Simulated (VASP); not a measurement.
# N (P4_2/mnm) in VASP: a series of runs

Runs on N. Level: PBE+D3(BJ). Tasks: single point, relaxation of cell and atoms.

All numbers are computed with VASP 6.6.1; they aren't measurements. Logs are shortened: lines on timing, memory, paths and dates and some standing lists are left out, and cuts for length are marked.

## Step 1: The cell of the first run

The structure is tetragonal, space group P4_2/mnm (No. 136). Conventional cell: a = 4.094 Å, b = 4.094 Å, c = 5.325 Å, α = 90.00°, β = 90.00°, γ = 90.00°. N (site symmetry m2m) has 1 N at 1.10 Å within 1.5 Å.

## Step 2: Single point, PBE+D3(BJ)

INCAR

```
PREC = Accurate
ENCUT = 520
EDIFF = 1E-6
ISMEAR = 0
SIGMA = 0.02
LREAL = False
LASPH = True
NELM = 100
ALGO = Normal
ISIF = 2
LWAVE = False
LCHARG = True
GGA = PE
IVDW = 12
LELF = True
LVHAR = True
NBANDS = 18
```

KPOINTS

```
regular mesh
0
Gamma
  6 6 4
```

POSCAR

```
N
1.0
    4.0943204437      0.0000000000      0.0000000000
    0.0000000000      4.0943204437      0.0000000000
    0.0000000000      0.0000000000      5.3249606346
N
4
Direct
    0.9048715055      0.9048715055      0.0000000000
    0.5951284945      0.4048715055      0.5000000000
    0.0951284945      0.0951284945      0.0000000000
    0.4048715055      0.5951284945      0.5000000000
```

Potentials or basis: VASP PAW PBE potentials, release 64 (N).

Run with:

```
$ cat potpaw_PBE.64/N/POTCAR > POTCAR
$ mpirun -np 1 vasp_std > vasp.out
```

OUTCAR:

```text
PREC = Accurate
   ENCUT = 520
   EDIFF = 1E-6
   ISMEAR = 0
   LREAL = False
   LASPH = True
   NELM = 100
   ISIF = 2
   GGA = PE
   IVDW = 12
 IVDW          = 12

 ion  position               nearest neighbor table
   1  0.905  0.905  0.000-   3 1.10
   2  0.595  0.405  0.500-   4 1.10
   3  0.095  0.095  0.000-   1 1.10
   4  0.405  0.595  0.500-   2 1.10

  LATTYP: Found a simple tetragonal cell.
 ALAT       =     4.0943204437
 C/A-ratio  =     1.3005725145

  Lattice vectors:

 A1 = (   4.0943204437,   0.0000000000,   0.0000000000)
 A2 = (   0.0000000000,   4.0943204437,   0.0000000000)
 A3 = (   0.0000000000,   0.0000000000,   5.3249606346)

Analysis of symmetry for initial positions (statically):
=====================================================================
 Subroutine PRICEL returns:
 Original cell was already a primitive cell.

 Routine SETGRP: Setting up the symmetry group for a
 simple tetragonal supercell.

 Subroutine GETGRP returns: Found 16 space group operations
 (whereof  8 operations were pure point group operations)
 out of a pool of 16 trial point group operations.

The static configuration has the point symmetry D_2h.
 The point group associated with its full space group is D_4h.

Analysis of symmetry for dynamics (positions and initial velocities):
=====================================================================
 Subroutine PRICEL returns:
 Original cell was already a primitive cell.

 Routine SETGRP: Setting up the symmetry group for a
 simple tetragonal supercell.

 Subroutine GETGRP returns: Found 16 space group operations
 (whereof  8 operations were pure point group operations)
 out of a pool of 16 trial point group operations.

The dynamic configuration has the point symmetry D_2h.
 The point group associated with its full space group is D_4h.

 Subroutine INISYM returns: Found 16 space group operations
 (whereof  8 operations are pure point group operations),
 and found     1 'primitive' translations

----------------------------------------------------------------------------------------

                                     Primitive cell

  volume of cell :      89.2648

  direct lattice vectors                    reciprocal lattice vectors
     4.094320444  0.000000000  0.000000000     0.244240775  0.000000000  0.000000000
     0.000000000  4.094320444  0.000000000     0.000000000  0.244240775  0.000000000
     0.000000000  0.000000000  5.324960635     0.000000000  0.000000000  0.187794816

  length of vectors
     4.094320444  4.094320444  5.324960635     0.244240775  0.244240775  0.187794816

  position of ions in fractional coordinates (direct lattice)
     0.904871505  0.904871505  0.000000000
     0.595128495  0.404871505  0.500000000
     0.095128495  0.095128495  0.000000000
     0.404871505  0.595128495  0.500000000

  ion indices of the primitive-cell ions
   primitive index   ion index
                 1           1
                 2           2
                 3           3
                 4           4

----------------------------------------------------------------------------------------

 KPOINTS: regular mesh

Automatic generation of k-mesh.
 Grid dimensions read from file:
 generate k-points for:    6    6    4

 Generating k-lattice:

  Cartesian coordinates                     Fractional coordinates (reciprocal lattice)
     0.040706796  0.000000000  0.000000000     0.166666667  0.000000000  0.000000000
     0.000000000  0.040706796  0.000000000     0.000000000  0.166666667  0.000000000
     0.000000000  0.000000000  0.046948704     0.000000000  0.000000000  0.250000000

  Length of vectors
     0.040706796  0.040706796  0.046948704

  Shift w.r.t. Gamma in fractional coordinates (k-lattice)
     0.000000000  0.000000000  0.000000000

 Subroutine IBZKPT returns following result:
 ===========================================

 Found     30 irreducible k-points:

 Following reciprocal coordinates:
            Coordinates               Weight
  0.000000  0.000000  0.000000      1.000000
  0.166667  0.000000  0.000000      4.000000
  0.333333  0.000000  0.000000      4.000000
  0.500000  0.000000  0.000000      2.000000
  0.166667  0.166667  0.000000      4.000000
  0.333333  0.166667  0.000000      8.000000
[... 16 lines left out ...]
  0.333333  0.000000  0.500000      4.000000
  0.500000  0.000000  0.500000      2.000000
 [... further k-points ...]
   k-points           NKPTS =     30   k-points in BZ     NKDIM =     30   number of bands    NBANDS=     18
   number of dos      NEDOS =    301   number of ions     NIONS =      4
   total plane-waves  NPLWV =  36000
   dimension x,y,z NGX =    30 NGY =   30 NGZ =   40
   dimension x,y,z NGXF=    60 NGYF=   60 NGZF=   80
   ions per type =               4
   NGX,Y,Z   is equivalent  to a cutoff of  12.18, 12.18, 12.49 a.u.
   NGXF,Y,Z  is equivalent  to a cutoff of  24.36, 24.36, 24.98 a.u.
 SYSTEM =  unknown system
   PREC   = accura    normal or accurate (medium, high low for compatibility)
   ISTART =      0    job   : 0-new  1-cont  2-samecut
   ICHARG =      2    charge: 1-file 2-atom 10-const
   ISPIN  =      1    spin polarized calculation?
   LNONCOLLINEAR =      F non collinear calculations
   LSORBIT =      F    spin-orbit coupling
   LASPH  =      T    aspherical Exc in radial PAW
   ENCUT  =  520.0 eV  38.22 Ry    6.18 a.u.   7.61  7.61  9.90*2*pi/ulx,y,z
   NELM   =    100;   NELMIN=  2; NELMDL= -5     # of ELM steps
   EDIFF  = 0.1E-05   stopping-criterion for ELM
   LREAL  =      F    real-space projection
   EDIFFG = 0.1E-04   stopping-criterion for IOM
   NSW    =      0    number of steps for IOM
   IBRION =     -1    ionic relax: 0-MD 1-quasi-New 2-CG
   NFREE  =      0    steps in history (QN), initial steepest desc. (CG)
   ISIF   =      2    stress and relaxation
   ISYM   =      2    0-nonsym 1-usesym 2-fastsym
   POTIM  = 0.5000    time-step for ionic-motion
   TEBEG  =    0.0;   TEEND  =   0.0 temperature during run
   PSTRESS=    0.0 pullay stress
   NELECT =      20.0000    total number of electrons
   NUPDOWN=      -1.0000    fix difference up-down
   EMIN   =  10.00;   EMAX   =-10.00  energy-range for DOS
   EFERMI =   0.00;   METHOD = LEGACY
   ISMEAR =     0;   SIGMA  =   0.02  broadening in eV -4-tet -1-fermi 0-gaus
   EFERMI_NEDOS =   21; number of points for ismear=-14 and -15
   IALGO  =     38    algorithm
   IMIX   =      4    mixing-type and parameters
     AMIX     =   0.40;   BMIX     =  1.00
     AMIX_MAG =   1.60;   BMIX_MAG =  1.00
  volume/ion in A,a.u.               =      22.32       150.60
  Fermi-wavevector in a.u.,A,eV,Ry     =   0.994317  1.878986 13.451618  0.988666
  Thomas-Fermi vector in A             =   2.126260
   LORBIT       =      0    0 simple, 1 ext, 2 COOP (PROOUT), +10 PAW based schemes
   GGA     = PE    functional components
   LHFCALC =     F    Hartree Fock is set to
   AEXX    =    0.0000 exact exchange contribution
   IVDW    =    12    specifies the selected vdW correction
   LEPSILON=     F    determine dielectric tensor
   LRPA    =     F    only Hartree local field effects (RPA)
 non-spin polarized calculation
 Gauss-broadening in eV      SIGMA  =   0.02
  energy-cutoff  :      520.00
  volume of cell :       89.26
 maximum number of plane-waves:      2432
   NGX = 15   NGY = 15   NGZ = 19

 number of electron      19.9999999 magnetization

 Free energy of the ion-electron system (eV)
  ---------------------------------------------------
  ext. energy  EPLUGINS =         0.00000000
  ---------------------------------------------------
  free energy    TOTEN  =       -33.30315852 eV

  energy without entropy =      -33.30315852  energy(sigma->0) =      -33.30315852

 E-fermi :  -6.2684     XC(G=0):  -6.4761

 val. band max:       -6.4284659635   @ k =   0.5000   0.5000   0.5000
 cond. band min:       0.5080426202   @ k =   0.0000   0.0000   0.0000
 fundamental gap:      6.9365085836
 Fermi energy:        -6.2684074841

 k-point     1 :       0.0000    0.0000    0.0000
  band No.  band energies     occupation
      1     -24.8762      2.00000
      2     -24.8139      2.00000
      3      -9.7877      2.00000
      4      -9.7877      2.00000
      5      -8.4633      2.00000
      6      -7.9041      2.00000
[... 10 lines left out ...]
     17       7.6680      0.00000
     18      11.4078      0.00000

 k-point     2 :       0.1667    0.0000    0.0000
  band No.  band energies     occupation
      1     -24.8692      2.00000
      2     -24.8152      2.00000
      3      -9.8493      2.00000
      4      -9.8456      2.00000
      5      -8.4123      2.00000
      6      -8.0333      2.00000
[... 10 lines left out ...]
     17       7.8360      0.00000
     18      10.2592      0.00000

 k-point     3 :       0.3333    0.0000    0.0000
  band No.  band energies     occupation
      1     -24.8520      2.00000
      2     -24.8208      2.00000
      3      -9.9685      2.00000
      4      -9.9635      2.00000
      5      -8.2770      2.00000
      6      -8.1264      2.00000
[... 10 lines left out ...]
     17       8.3384      0.00000
     18       9.4711      0.00000

 k-point     4 :       0.5000    0.0000    0.0000
  band No.  band energies     occupation
      1     -24.8334      2.00000
      2     -24.8334      2.00000
      3     -10.0247      2.00000
      4     -10.0247      2.00000
      5      -8.1069      2.00000
      6      -8.1069      2.00000
[... 10 lines left out ...]
     17       9.1613      0.00000
     18       9.1613      0.00000

 k-point     5 :       0.1667    0.1667    0.0000
  band No.  band energies     occupation
      1     -24.8627      2.00000
      2     -24.8160      2.00000
      3      -9.9105      2.00000
      4      -9.8911      2.00000
      5      -8.3660      2.00000
      6      -8.1083      2.00000
[... 10 lines left out ...]
     17       8.0061      0.00000
     18       9.9948      0.00000

 k-point     6 :       0.3333    0.1667    0.0000
  band No.  band energies     occupation
      1     -24.8471      2.00000
      2     -24.8200      2.00000
      3     -10.0176      2.00000
      4      -9.9997      2.00000
      5      -8.2443      2.00000
      6      -8.1763      2.00000
[... 10 lines left out ...]
     17       8.5125      0.00000
     18       9.0535      0.00000

 k-point     7 :       0.5000    0.1667    0.0000
  band No.  band energies     occupation
      1     -24.8306      2.00000
      2     -24.8306      2.00000
      3     -10.0626      2.00000
      4     -10.0626      2.00000
      5      -8.1546      2.00000
      6      -8.1546      2.00000
[... 10 lines left out ...]
     17       9.0545      0.00000
     18       9.0564      0.00000

 k-point     8 :       0.3333    0.3333    0.0000
  band No.  band energies     occupation
      1     -24.8356      2.00000
      2     -24.8201      2.00000
      3     -10.1053      2.00000
      4     -10.0887      2.00000
      5      -8.2320      2.00000
      6      -8.1659      2.00000
[... 10 lines left out ...]
     17       8.3677      0.00000
     18       8.4272      0.00000
[... 229 lines left out ...]
     17       8.2737      0.00000
     18       8.2737      0.00000

 k-point    20 :       0.5000    0.5000    0.2500
  band No.  band energies     occupation
      1     -24.8219      2.00000
      2     -24.8219      2.00000
      3     -10.1690      2.00000
      4     -10.1690      2.00000
      5      -8.2699      2.00000
      6      -8.2699      2.00000
[... 10 lines left out ...]
     17       7.7938      0.00000
     18       7.7938      0.00000

 k-point    21 :       0.0000    0.0000    0.5000
  band No.  band energies     occupation
      1     -24.8448      2.00000
      2     -24.8448      2.00000
      3      -9.7775      2.00000
      4      -9.7775      2.00000
      5      -8.2944      2.00000
      6      -8.2944      2.00000
[... 10 lines left out ...]
     17      10.1119      0.00000
     18      10.1119      0.00000

 k-point    22 :       0.1667    0.0000    0.5000
  band No.  band energies     occupation
      1     -24.8420      2.00000
      2     -24.8420      2.00000
      3      -9.8478      2.00000
      4      -9.8478      2.00000
      5      -8.2788      2.00000
      6      -8.2788      2.00000
[... 10 lines left out ...]
     17       9.6517      0.00000
     18       9.6517      0.00000

 k-point    23 :       0.3333    0.0000    0.5000
  band No.  band energies     occupation
      1     -24.8362      2.00000
      2     -24.8362      2.00000
      3      -9.9820      2.00000
      4      -9.9820      2.00000
      5      -8.2520      2.00000
      6      -8.2520      2.00000
[... 10 lines left out ...]
     17       8.6897      0.00000
     18       8.6897      0.00000

 k-point    24 :       0.5000    0.0000    0.5000
  band No.  band energies     occupation
      1     -24.8332      2.00000
      2     -24.8332      2.00000
      3     -10.0461      2.00000
      4     -10.0461      2.00000
      5      -8.2405      2.00000
      6      -8.2405      2.00000
[... 10 lines left out ...]
     17       8.1736      0.00000
     18       8.1736      0.00000

 [... further k-points ...]

------------------------ aborting loop because EDIFF is reached ----------------------------------------

 Edisp (eV)   -0.22091

 E8    (eV) :    -0.0526

  FORCE on cell =-STRESS in cart. coord.  units (eV):
  Direction    XX          YY          ZZ          XY          YZ          ZX
  --------------------------------------------------------------------------------------
  -------------------------------------------------------------------------------------
  Total       1.78599     1.78599    -0.10986    -0.00000     0.00000     0.00000
  in kB      32.05594    32.05594    -1.97186    -0.00000     0.00000     0.00000
  external pressure =       20.71 kB  Pullay stress =        0.00 kB

 VOLUME and BASIS-vectors are now :
 -----------------------------------------------------------------------------
  energy-cutoff  :      520.00
  volume of cell :       89.26
      direct lattice vectors                 reciprocal lattice vectors
     4.094320444  0.000000000  0.000000000     0.244240775  0.000000000  0.000000000
     0.000000000  4.094320444  0.000000000     0.000000000  0.244240775  0.000000000
     0.000000000  0.000000000  5.324960635     0.000000000  0.000000000  0.187794816

 POSITION                                       TOTAL-FORCE (eV/Angst)
 -----------------------------------------------------------------------------------
      3.70483      3.70483      0.00000        -1.236718     -1.236718     -0.000000
      2.43665      1.65767      2.66248         1.236718     -1.236718     -0.000000
      0.38949      0.38949      0.00000         1.236718      1.236718      0.000000
      1.65767      2.43665      2.66248        -1.236718      1.236718      0.000000
 -----------------------------------------------------------------------------------
    total drift:                                0.000000     -0.000000     -0.000000

  FREE ENERGIE OF THE ION-ELECTRON SYSTEM (eV)
  ---------------------------------------------------
  free  energy   TOTEN  =       -33.5240660455 eV

  energy  without entropy=      -33.5240660455  energy(sigma->0) =      -33.52406605
```

Wall time 27 s (1 thread of Intel Xeon Platinum 8259CL at 2.50GHz (Skylake/Cascade Lake), shared host); peak memory 0.19 GiB.

Results:

```yaml
Free_energy: -33.5241 eV
Pressure: 2.1 GPa
Largest_force: 1.749 eV/Å
Band_gap_on_the_k_mesh: 6.94 eV, indirect (least direct gap 7.12 eV)
Dispersion_energy_per_atom: -0.055 eV
```

Forces in eV/Å, atoms in the order of the input:
```
N   -1.237 -1.237  0.000
N    1.237 -1.237  0.000
N    1.237  1.237  0.000
N   -1.237  1.237  0.000
```

Stress tensor (GPa, compression positive):
```
 3.21  0.00  0.00
 0.00  3.21  0.00
 0.00  0.00 -0.20
```

Caveat: the standard files for N, O and F lose accuracy on very short bonds; forces of over 1 eV/Å act on the atoms, so gaps and moduli don't describe the material at rest. A k mesh can miss the band edges.

## Step 3: Relaxation of cell and atoms, PBE+D3(BJ)

INCAR

```
SYSTEM = N
ALGO = Normal
EDIFF = 1E-6
EDIFFG = -0.005
ENCUT = 600
GGA = PE
IBRION = 2
ISIF = 3
ISMEAR = 0
IVDW = 12
LASPH = .True.
LCHARG = .False.
LREAL = .False.
LWAVE = .False.
NELM = 100
NSW = 100
PREC = Accurate
SIGMA = 0.02
```

KPOINTS

```
k-points
0
Gamma
  6 6 4
  0 0 0
```

POSCAR

```
N
1.0
    4.0840619700      0.0000000000      0.0000000000
    0.0000000000      4.0840619700      0.0000000000
    0.0000000000      0.0000000000      5.3459132500
N
4
Direct
    0.9042752000      0.9042752000      0.0000000000
    0.5957248000      0.4042752000      0.5000000000
    0.0957248000      0.0957248000      0.0000000000
    0.4042752000      0.5957248000      0.5000000000
```

Potentials or basis: VASP PAW PBE potentials, release 64 (N).

Run with:

```
$ cat potpaw_PBE.64/N/POTCAR > POTCAR
$ mpirun -np 1 vasp_std > vasp.out
```

Wall time 2.9 min (1 thread of Intel Xeon Platinum 8259CL at 2.50GHz (Skylake/Cascade Lake), shared host); peak memory 0.25 GiB.

The run converged. Its results:

- Free energy: -33.5611 eV
- Relaxed volume: 20.95 Å³/atom
- Relaxed cell: a = 3.996 Å, b = 3.996 Å, c = 5.247 Å, α = 90.00°, β = 90.00°, γ = 90.00°
- Space group after relaxing (to 0.05 Å): P4_2/mnm (No. 136)
- Energy gained by relaxing: 2.6 meV/atom
- Ionic steps: 12
- Pressure after relaxing: 0.0 GPa
- Band gap on the k mesh: 6.68 eV, indirect (least direct gap 6.92 eV)
- Dispersion energy per atom: -0.060 eV

Step by step:
```csv
step,energy change (eV),largest force (eV/Å),pressure (GPa),volume (Å³)
1,0.0000,1.0035,1.12,89.17
2,1.2635,10.5732,-15.20,91.18
3,-0.0061,0.1650,-0.42,89.29
4,-0.0063,0.0159,-0.22,89.27
5,-0.0063,0.0117,-0.18,89.26
6,-0.0063,0.0279,-0.16,89.26
7,-0.0066,0.0274,-0.16,89.01
8,-0.0075,0.0249,-0.14,88.25
9,-0.0090,0.0260,-0.09,86.75
10,-0.0103,0.0526,0.06,83.79
11,0.0022,1.3417,-1.90,83.50
12,-0.0103,0.0016,-0.01,83.78
```

Final structure:
```
CELL_PARAMETERS angstrom
3.99576 0.00000 0.00000
0.00000 3.99576 0.00000
0.00000 0.00000 5.24738
ATOMIC_POSITIONS crystal
N 0.90161 0.90161 0.00000
N 0.59839 0.40161 0.50000
N 0.09839 0.09839 0.00000
N 0.40161 0.59839 0.50000
```

Levels at points of the mesh, in eV from the valence-band top:
| k point | band 8 | band 9 | band 10 | band 11 | band 12 | band 13 |
| --- | --- | --- | --- | --- | --- | --- |
| (0.00, 0.00, 0.00) | -1.29 | -1.13 | -0.25 | 6.68 | 7.62 | 8.03 |
| (0.50, 0.00, 0.00) | -1.64 | -0.26 | -0.26 | 7.81 | 7.81 | 7.81 |
| (0.50, 0.50, 0.00) | -1.58 | -0.05 | -0.05 | 7.55 | 7.55 | 8.64 |
| (0.00, 0.00, 0.50) | -1.41 | -0.47 | -0.47 | 7.12 | 7.12 | 8.02 |
| (0.50, 0.00, 0.50) | -1.40 | -0.33 | -0.33 | 7.42 | 7.42 | 8.13 |
| (0.50, 0.50, 0.50) | -1.63 | 0.00 | 0.00 | 7.60 | 7.60 | 8.64 |

Caveat: the standard files for N, O and F lose accuracy on very short bonds.

(Part 1 of 2 ends here.)
